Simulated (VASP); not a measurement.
## SrTiO3: single point with PBEsol

Crystal: SrTiO3.

```
Sr Ti O
1.0
     3.89112    0.00000    0.00000
     0.00000    3.89112    0.00000
     0.00000    0.00000    3.89112
Sr Ti O
1 1 3
Direct
  0.50000 0.50000 0.50000
  0.00000 0.00000 0.00000
  0.50000 0.00000 0.00000
  0.00000 0.50000 0.00000
  0.00000 0.00000 0.50000
```

```
Program                : VASP 6.6.1
Task                   : single point
Functional             : PBEsol
Potentials or basis    : VASP PAW PBE potentials, release 64 (Sr_sv, Ti_sv, O)
Cutoff                 : 520 eV
k mesh                 : 8 × 8 × 8
Occupations            : gaussian, width 0.02 eV
Spin                   : non-collinear spin, zero start, spin-orbit coupling
Starting moments       : [[0.0, 0.0, 0.0], [0.0, 0.0, 0.0], [0.0, 0.0, 0.0], [0.0, 0.0, 0.0], [0.0, 0.0, 0.0]] μB
Dipole correction      : no
Further INCAR settings : ALGO = Normal; EDIFF = 1e-07; NBANDS = 55
```

The pressure is 0.7 GPa, the net moment is 0.00 μB per cell and the valence electrons inside the program's atomic spheres are Sr 7.99; Ti 10.36; O 5.04.

Moments on the atoms (μB; x, y, z):
```
Sr  0.00 0.00 0.00
Ti  0.00 0.00 0.00
O   0.00 0.00 0.00
O   0.00 0.00 0.00
O   0.00 0.00 0.00
```

It took 4.1 min on 1 thread of Intel(R) Xeon(R) 6975P-C (Granite Rapids), on a shared host, peak memory 0.37 GiB.

Caveat: the PAW data sets were made with another functional, which shifts forces and pressure a little.
